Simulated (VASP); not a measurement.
# GaSb (F-43m) in VASP: a series of runs

The runs below take GaSb through single point, with PBE, PBE+D3(BJ).

All numbers are computed with VASP 6.6.1; they aren't measurements. Logs are shortened: lines on timing, memory, paths and dates and some standing lists are left out, and cuts for length are marked.

## 1. The cell of the first run

The structure is cubic, space group F-43m (No. 216). The conventional cell has a = 6.092 Å, b = 6.092 Å, c = 6.092 Å, α = 90.00°, β = 90.00°, γ = 90.00°. Ga (site symmetry -43m) has 4 Sb at 2.64 Å within 3.5 Å. Sb (site symmetry -43m) has 4 Ga at 2.64 Å within 3.5 Å.

## 2. Single point, PBE

INCAR reads:

```
ALGO = Normal ; EDIFF = 1E-6
ENCUT = 500 ; GGA = PE
GGA_COMPAT = F ; ISIF = 2
ISMEAR = -1 ; LASPH = T
LCHARG = F ; LREAL = F
LWAVE = F ; NBANDS = 16
NELM = 120 ; PREC = Accurate
SIGMA = 0.1
```

KPOINTS reads:

```
k-points
0
Gamma
  5 5 5
```

POSCAR reads:

```
GaSb
1.0
    0.0000000000      3.0457610000      3.0457610000
    3.0457610000      0.0000000000      3.0457610000
    3.0457610000      3.0457610000      0.0000000000
Ga Sb
1 1
Direct
    0.0000000000      0.0000000000      0.0000000000
    0.2500000000      0.2500000000      0.2500000000
```

Potentials or basis: VASP PAW PBE potentials, release 64 (Ga_d, Sb).

On the command line:

```sh
$ cat potpaw_PBE.64/Ga_d/POTCAR potpaw_PBE.64/Sb/POTCAR > POTCAR
$ mpirun -np 1 vasp_std > vasp.out
```

OUTCAR:

```text
EDIFF = 1E-6
   ENCUT = 500
   GGA = PE
   ISIF = 2
   ISMEAR = -1
   LASPH = T
   LREAL = F
   NELM = 120
   PREC = Accurate

 ion  position               nearest neighbor table
   1  0.000  0.000  0.000-   2 2.64   2 2.64   2 2.64   2 2.64
   2  0.250  0.250  0.250-   1 2.64   1 2.64   1 2.64   1 2.64

  LATTYP: Found a face centered cubic cell.
 ALAT       =     6.0915220000

  Lattice vectors:

 A1 = (   0.0000000000,   3.0457610000,   3.0457610000)
 A2 = (   3.0457610000,   0.0000000000,   3.0457610000)
 A3 = (   3.0457610000,   3.0457610000,   0.0000000000)

Analysis of symmetry for initial positions (statically):
=====================================================================
 Subroutine PRICEL returns:
 Original cell was already a primitive cell.

 Routine SETGRP: Setting up the symmetry group for a
 face centered cubic supercell.

 Subroutine GETGRP returns: Found 24 space group operations
 (whereof 24 operations were pure point group operations)
 out of a pool of 48 trial point group operations.

The static configuration has the point symmetry T_d .

Analysis of symmetry for dynamics (positions and initial velocities):
=====================================================================
 Subroutine PRICEL returns:
 Original cell was already a primitive cell.

 Routine SETGRP: Setting up the symmetry group for a
 face centered cubic supercell.

 Subroutine GETGRP returns: Found 24 space group operations
 (whereof 24 operations were pure point group operations)
 out of a pool of 48 trial point group operations.

The dynamic configuration has the point symmetry T_d .

 Subroutine INISYM returns: Found 24 space group operations
 (whereof 24 operations are pure point group operations),
 and found     1 'primitive' translations

----------------------------------------------------------------------------------------

                                     Primitive cell

  volume of cell :      56.5090

  direct lattice vectors                    reciprocal lattice vectors
     0.000000000  3.045761000  3.045761000    -0.164162585  0.164162585  0.164162585
     3.045761000  0.000000000  3.045761000     0.164162585 -0.164162585  0.164162585
     3.045761000  3.045761000  0.000000000     0.164162585  0.164162585 -0.164162585

  length of vectors
     4.307356514  4.307356514  4.307356514     0.284337938  0.284337938  0.284337938
[... 62 lines left out ...]
   LSORBIT =      F    spin-orbit coupling
   LASPH  =      T    aspherical Exc in radial PAW
   ENCUT  =  500.0 eV  36.75 Ry    6.06 a.u.   7.85  7.85  7.85*2*pi/ulx,y,z
   NELM   =    120;   NELMIN=  2; NELMDL= -5     # of ELM steps
   EDIFF  = 0.1E-05   stopping-criterion for ELM
   LREAL  =      F    real-space projection
   EDIFFG = 0.1E-04   stopping-criterion for IOM
   NSW    =      0    number of steps for IOM
   IBRION =     -1    ionic relax: 0-MD 1-quasi-New 2-CG
   NFREE  =      0    steps in history (QN), initial steepest desc. (CG)
   ISIF   =      2    stress and relaxation
   ISYM   =      2    0-nonsym 1-usesym 2-fastsym
   POTIM  = 0.5000    time-step for ionic-motion
   TEBEG  =    0.0;   TEEND  =   0.0 temperature during run
   PSTRESS=    0.0 pullay stress
   NELECT =      18.0000    total number of electrons
   NUPDOWN=      -1.0000    fix difference up-down
   EMIN   =  10.00;   EMAX   =-10.00  energy-range for DOS
   EFERMI =   0.00;   METHOD = LEGACY
   ISMEAR =    -1;   SIGMA  =   0.10  broadening in eV -4-tet -1-fermi 0-gaus
   EFERMI_NEDOS =   21; number of points for ismear=-14 and -15
   IALGO  =     38    algorithm
   IMIX   =      4    mixing-type and parameters
     AMIX     =   0.40;   BMIX     =  1.00
     AMIX_MAG =   1.60;   BMIX_MAG =  1.00
  volume/ion in A,a.u.               =      28.25       190.67
  Fermi-wavevector in a.u.,A,eV,Ry     =   1.118046  2.112801 17.007662  1.250028
  Thomas-Fermi vector in A             =   2.254674
   LORBIT       =      0    0 simple, 1 ext, 2 COOP (PROOUT), +10 PAW based schemes
   GGA     = PE    functional components
   LHFCALC =     F    Hartree Fock is set to
   AEXX    =    0.0000 exact exchange contribution
   IVDW    =     0    specifies the selected vdW correction
   LEPSILON=     F    determine dielectric tensor
   LRPA    =     F    only Hartree local field effects (RPA)
 non-spin polarized calculation
  energy-cutoff  :      500.00
  volume of cell :       56.51
 maximum number of plane-waves:      1459
   NGX = 15   NGY = 15   NGZ = 15

 number of electron      17.9999984 magnetization

 Free energy of the ion-electron system (eV)
  ---------------------------------------------------
  ext. energy  EPLUGINS =         0.00000000
  ---------------------------------------------------
  free energy    TOTEN  =        -7.26755997 eV

  energy without entropy =       -7.26210659  energy(sigma->0) =       -7.26483328

 E-fermi :   5.1457     XC(G=0):  -9.1343

 val. band max:        5.0207633762   @ k =   0.0000   0.0000   0.0000
 cond. band min:       5.1481250072   @ k =   0.0000   0.0000   0.0000
 fundamental gap:      0.1273616310
 Fermi energy:         5.1457395808

 k-point     1 :       0.0000    0.0000    0.0000
  band No.  band energies     occupation
      1     -10.0532      2.00000
      2     -10.0532      2.00000
      3     -10.0532      2.00000
      4     -10.0019      2.00000
      5     -10.0019      2.00000
      6      -6.5475      2.00000
[... 167 lines left out ...]
      3     -10.0315      2.00000
      4     -10.0081      2.00000
      5     -10.0009      2.00000
      6      -4.3270      2.00000
[... 8 lines left out ...]
     15      14.4624      0.00000
     16      16.8487      0.00000

------------------------ aborting loop because EDIFF is reached ----------------------------------------

  FORCE on cell =-STRESS in cart. coord.  units (eV):
  Direction    XX          YY          ZZ          XY          YZ          ZX
  --------------------------------------------------------------------------------------
  -------------------------------------------------------------------------------------
  Total        1.1663290      1.1663290      1.1663290      0.0000000      0.0000000     -0.0000000
  in kB       33.0684784     33.0684784     33.0684784      0.0000000      0.0000000     -0.0000000
  external PRESSURE =      33.0684784 kB  Pullay stress =       0.0000000 kB

 VOLUME and BASIS-vectors are now :
 -----------------------------------------------------------------------------
  energy-cutoff  :      500.00
  volume of cell :       56.51
      direct lattice vectors                 reciprocal lattice vectors
     0.000000000  3.045761000  3.045761000    -0.164162585  0.164162585  0.164162585
     3.045761000  0.000000000  3.045761000     0.164162585 -0.164162585  0.164162585
     3.045761000  3.045761000  0.000000000     0.164162585  0.164162585 -0.164162585

 POSITION                                       TOTAL-FORCE (eV/Angst)
 -----------------------------------------------------------------------------------
      0.00000      0.00000      0.00000        -0.000000     -0.000000     -0.000000
      1.52288      1.52288      1.52288         0.000000      0.000000      0.000000
 -----------------------------------------------------------------------------------
    total drift:                                0.000000      0.000000      0.000001

  FREE ENERGIE OF THE ION-ELECTRON SYSTEM (eV)
  ---------------------------------------------------
  free  energy   TOTEN  =        -7.2675599660 eV

  energy  without entropy=       -7.2621065865  energy(sigma->0) =       -7.26483328
```

Wall time 14 s (1 thread of Intel Xeon 8259CL, shared host); peak memory 0.18 GiB.

Results:

* Free energy: -7.2676 eV
* Pressure: 3.3 GPa
* Band gap on the k mesh: 0.13 eV

Levels at points of the mesh, in eV from the valence-band top:
| k point | band 5 | band 6 | band 7 | band 8 | band 9 | band 10 | band 11 | band 12 | band 13 | band 14 |
| --- | --- | --- | --- | --- | --- | --- | --- | --- | --- | --- |
| (0.00, 0.00, 0.00) | -15.02 | -11.57 | 0.00 | 0.00 | 0.00 | 0.13 | 2.76 | 2.76 | 2.76 | 5.82 |

Caveat: the cell stands under pressure; spin-orbit coupling is left out, which moves the levels of the heavy elements; an odd mesh through Γ misses points on the zone boundary, where band edges can lie.

## 3. Single point, PBE+D3(BJ)

INCAR reads:

```
ALGO     = Normal         # electronic algorithm
EDIFF    = 1E-6           # SCF threshold, eV
ENCUT    = 500            # plane-wave cutoff, eV
GGA      = PE             # functional
GGA_COMPAT= False        
ISIF     = 2              # what is computed and relaxed
ISMEAR   = -1             # smearing method
IVDW     = 12             # dispersion correction
LASPH    = True           # aspherical terms in the spheres
LCHARG   = False          # write CHGCAR
LREAL    = False          # projectors in reciprocal space
LWAVE    = False          # write WAVECAR
NBANDS   = 16             # bands
NELM     = 120            # most SCF steps
PREC     = Accurate       # precision mode
SIGMA    = 0.1            # smearing width, eV
```

KPOINTS is that of step 2.

POSCAR is that of step 2.

Potentials or basis: VASP PAW PBE potentials, release 64 (Ga_d, Sb).

On the command line:

```sh
$ cat potpaw_PBE.64/Ga_d/POTCAR potpaw_PBE.64/Sb/POTCAR > POTCAR
$ mpirun -np 1 vasp_std > vasp.out
```

Wall time 13 s (1 thread of Intel Xeon 8259CL, shared host); peak memory 0.18 GiB.

The run converged. Its results:

| Property | Result |
| --- | --- |
| Free energy | -7.9421 eV |
| Pressure | 1.2 GPa |
| Band gap on the k mesh | 0.13 eV |
| Dispersion energy per atom | -0.337 eV |

Levels at points of the mesh, in eV from the valence-band top:
```csv
k point,band 7,band 8,band 9,band 10,band 11,band 12
"(0.00, 0.00, 0.00)",0.00,0.00,0.00,0.13,2.76,2.76
```

Caveat: three body term missing; spin-orbit coupling is left out, which moves the levels of the heavy elements; an odd mesh through Γ misses points on the zone boundary, where band edges can lie.
